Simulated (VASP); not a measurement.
**MgO: relaxation of cell and atoms with PBEsol**

MgO:

```
Mg O
1.0
     0.00000    2.06097    2.06097
     2.06097    0.00000    2.06097
     2.06097    2.06097    0.00000
Mg O
1 1
Direct
  0.00000 0.00000 0.00000
  0.50000 0.50000 0.50000
```

```yaml
Program: VASP 6.6.1
Task: relaxation of cell and atoms
Functional: PBEsol
Potentials_or_basis: VASP PAW PBE potentials, release 64 (Mg, O)
Cutoff: 600 eV
k_mesh: 8 × 8 × 8
Occupations: gaussian, width 0.1 eV
Spin: no spin polarisation
Dipole_correction: no
Further_INCAR_settings: ALGO = Normal; EDIFF = 1e-07; IBRION = 2; EDIFFG = -0.05; NSW = 100; ISIF = 3
```

- Relaxed volume: 9.32 Å³/atom
- Relaxed cell: a = 2.976 Å, b = 2.976 Å, c = 2.976 Å, α = 60.00°, β = 60.00°, γ = 60.00°
- Space group after relaxing (to 0.05 Å): Fm-3m (No. 225)
- Energy gained by relaxing: 18.9 meV/atom
- Ionic steps: 3
- Pressure after relaxing: 0.0 GPa
- Band gap on the k mesh: 4.66 eV, direct

Step by step:
```
step  energy change (eV)  largest force (eV/Å)  pressure (GPa)  volume (Å³)
   1              0.0000                0.0000           11.37        17.51
   2             -0.0316                0.0000           -3.97        19.13
   3             -0.0379                0.0000            0.01        18.63
```

Final structure:
```yaml
crystal:
  lattice:
    - [0.00000, 2.10420, 2.10420]
    - [2.10420, 0.00000, 2.10420]
    - [2.10420, 2.10420, 0.00000]
  atoms:
    - { symbol: Mg, position: [0.00000, 0.00000, 0.00000] }
    - { symbol: O, position: [0.50000, 0.50000, 0.50000] }
```

Levels at points of the mesh, in eV from the valence-band top:
```
           k point  band 2  band 3  band 4  band 5  band 6  band 7
(0.00, 0.00, 0.00)    0.00    0.00    0.00    4.66   15.65   15.65
(0.50, 0.00, 0.00)   -4.69   -0.67   -0.67    7.76   12.53   16.20
(0.50, 0.50, 0.00)   -4.16   -1.37   -1.37    8.93    9.91   13.00
```

Wall time 8.2 s on 1 thread of Intel(R) Xeon(R) Platinum 8559C (Emerald Rapids) (shared host), peak memory 0.14 GiB.

Caveat: the PAW data sets were made with another functional, which shifts forces and pressure a little. As with any semilocal functional, this PBEsol gap is likely too small.
